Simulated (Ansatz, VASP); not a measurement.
## CdS: VASP and Ansatz over several settings

```
Cd S
1.0
     4.26117    0.00000    0.00000
    -2.13058    3.69028    0.00000
     0.00000    0.00000    5.80417
Cd S
1 1
Direct
  0.00000 0.00000 0.44269
  0.66667 0.33333 0.43431
```

Single points on this cell with VASP 6.6.1 and Ansatz 0.2.0. Each row is one pair of runs. Alike in all rows: spin: off; VASP's potentials, cutoff: VASP PAW PBE potentials, release 64 (Cd, S), 520 eV; Ansatz's potentials, cutoff: Ansatz PAW, 420 eV.

| level | k mesh | smearing | gap on the k mesh at the Fermi level (eV), VASP | gap on the k mesh at the Fermi level (eV), Ansatz | least direct gap on the mesh (eV), VASP | least direct gap on the mesh (eV), Ansatz | pressure (GPa), VASP | pressure (GPa), Ansatz |
| --- | --- | --- | --- | --- | --- | --- | --- | --- |
| PBE | 7 × 7 × 5 | gaussian, width 0.029 eV | 1.47 | 1.47 | 1.48 | 1.47 | -0.1 | -0.2 |
| PBE-based screened hybrid | 4 × 4 × 3 | fermi-dirac, width 0.05 eV | 2.83 | 2.81 | 2.83 | 2.82 | -0.6 | -0.8 |
| HSE06 | 4 × 4 × 4 | fermi-dirac, width 0.05 eV | 2.49 | 2.49 | 2.49 | 2.49 | -0.6 | -0.7 |
| PBE | 7 × 7 × 5 | gaussian, width 0.011 eV | 1.47 | 1.47 | 1.48 | 1.47 | -0.1 | -0.2 |

Gap on the k mesh at the fermi level (eV): the two programs differ by at most 0.017; least direct gap on the mesh (eV): the two programs differ by at most 0.017; pressure (GPa): the two programs differ by at most 0.18.

VASP's potentials hold 18 valence electrons a cell and Ansatz's 26, so a difference there can come from the potentials and not from the codes.

The k mesh is coarse in some rows, so the values compare programs but aren't converged. Noted on Ansatz's runs: odd divisions of the mesh miss points on the zone boundary, where band edges often lie, so the gap on the mesh can be too wide.
